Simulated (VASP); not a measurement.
Set up this calculation in VASP 6.6.1, as the native input.

* Task: single point
* Functional: r2SCAN
* Potentials or basis: VASP PAW PBE potentials, release 64 (K_sv, Cl)
* Cutoff: 520 eV
* k mesh: 6 × 6 × 6
* Occupations: gaussian, width 0.1 eV
* Spin: no spin polarisation
* Dipole correction: no
* Further INCAR settings: ALGO = Normal; EDIFF = 1e-06; NBANDS = 15

The system is KCl.

```
K Cl
1.0
     0.00000    3.15610    3.15610
     3.15610    0.00000    3.15610
     3.15610    3.15610    0.00000
K Cl
1 1
Direct
  0.00000 0.00000 0.00000
  0.50000 0.50000 0.50000
```

The input as run:

POSCAR

```
KCl
1.0
    0.0000000000      3.1561000000      3.1561000000
    3.1561000000      0.0000000000      3.1561000000
    3.1561000000      3.1561000000      0.0000000000
K Cl
1 1
Direct
    0.0000000000      0.0000000000      0.0000000000
    0.5000000000      0.5000000000      0.5000000000
```

INCAR.step1

```
ALGO = Normal
EDIFF = 1E-4
ENCUT = 520
GGA = PE
ISMEAR = 0
LASPH = T
LCHARG = F
LREAL = F
LWAVE = T
NBANDS = 15
NELM = 80
PREC = Accurate
SIGMA = 0.1
```

INCAR.step2

```
ALGO = Normal
EDIFF = 1E-6
ENCUT = 520
ISIF = 2
ISMEAR = 0
ISTART = 1
LASPH = T
LCHARG = F
LMIXTAU = T
LREAL = F
LWAVE = F
METAGGA = R2SCAN
NBANDS = 15
NELM = 80
PREC = Accurate
SIGMA = 0.1
```

KPOINTS

```
k-points
0
Gamma
  6 6 6
```

Potentials or basis: VASP PAW PBE potentials, release 64 (K_sv, Cl).

The run is started by

```bash
$ cat potpaw_PBE.64/K_sv/POTCAR potpaw_PBE.64/Cl/POTCAR > POTCAR
$ cp INCAR.step1 INCAR
$ mpirun -np 1 vasp_std > vasp.out
$ cp INCAR.step2 INCAR
$ mpirun -np 1 vasp_std > vasp.out
```

Results of the run:

| Quantity | Value |
| --- | --- |
| Pressure | -0.2 GPa |
| Band gap on the k mesh | 5.80 eV, direct |

Caveat: the PAW data sets were made with another functional, which shifts forces and pressure a little.

Wall time 60 s on 1 thread of Intel(R) Xeon(R) Platinum 8259CL CPU @ 2.50GHz (Skylake/Cascade Lake), on a shared host, peak memory 0.21 GiB.
